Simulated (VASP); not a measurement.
Crystal: La.

```
La
1.0
     3.62629    0.00000    0.00000
    -1.81314    3.14046    0.00000
     0.00000    0.00000    3.40871
La
1
Direct
  0.00000 0.00000 0.00000
```

```yaml
Program: VASP 6.6.1
Task: relaxation of cell and atoms
Functional: PBE
Potentials_or_basis: VASP PAW PBE potentials, release 64 (La)
Cutoff: 600 eV
k_mesh: 12 × 12 × 11
Occupations: fermi-dirac, width 0.08 eV
Spin: no spin polarisation
```

At the start: pressure -1.0 GPa; volume 38.82 Å³/atom.

Task: Where does the relaxation end?

Result: Over 7 steps the energy falls by 15.8 meV/atom and the volume is 37.01 Å³/atom (-4.7 %); space group P6/mmm (No. 191, to 0.05 Å).

Step by step:
| step | energy change (eV) | largest force (eV/Å) | pressure (GPa) | volume (Å³) |
| --- | --- | --- | --- | --- |
| 1 | 0.0000 | 0.0000 | -1.04 | 38.82 |
| 2 | -0.0116 | 0.0000 | -0.26 | 37.42 |
| 3 | -0.0140 | 0.0000 | 0.32 | 36.51 |
| 4 | -0.0155 | 0.0000 | 0.15 | 36.78 |
| 5 | -0.0157 | 0.0000 | 0.04 | 36.94 |
| 6 | -0.0157 | 0.0000 | 0.05 | 36.93 |
| 7 | -0.0158 | 0.0000 | 0.00 | 37.01 |

Final structure:
```xyz
1
Lattice="3.5016 0.0000 0.0000 -1.7508 3.0325 0.0000 0.0000 0.0000 3.4851" Properties=species:S:1:pos:R:3 pbc="T T T"
La    0.0000    0.0000    3.4851
```
